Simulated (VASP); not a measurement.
A run of VASP 6.6.1 is set up as follows.

INCAR

```
SYSTEM = CrCo3
PREC = Accurate
ENCUT = 520
EDIFF = 1E-6
ISMEAR = -1
SIGMA = 0.05
LREAL = .False.
LASPH = .True.
NELM = 150
ALGO = Normal
ISIF = 2
LWAVE = .False.
LCHARG = .False.
ISPIN = 2
MAGMOM = 2.1 -1.8 1.8 -1.8
LORBIT = 11
LMAXMIX = 4
GGA = PS
NBANDS = 32
```

Contents of KPOINTS:

```
regular mesh
0
Gamma
  7 7 7
  0 0 0
```

The input POSCAR:

```
CrCo3
1.0
    3.6542427462      0.0000000000      0.0000000000
    0.0000000000      3.6542427462      0.0000000000
    0.0000000000      0.0000000000      3.6542427462
Cr Co
1 3
Direct
    0.0000000000      0.0000000000      0.0000000000
    0.5000000000      0.5000000000      0.0000000000
    0.5000000000      0.0000000000      0.5000000000
    0.0000000000      0.5000000000      0.5000000000
```

Potentials or basis: VASP PAW PBE potentials, release 64 (Cr_pv, Co).

The run is started by

```console
$ cat potpaw_PBE.64/Cr_pv/POTCAR potpaw_PBE.64/Co/POTCAR > POTCAR
$ mpirun -np 1 vasp_std > vasp.out
```

(1) Predict the pressure.

(2) What does it give for the site moments?

(3) Predict the net moment.

Results:

(1) -25.4 GPa.

(2) Cr +2.51; Co -1.18 μB.

(3) -0.84 μB per cell.

Caveat: the PAW data sets were made with another functional, which shifts forces and pressure a little.
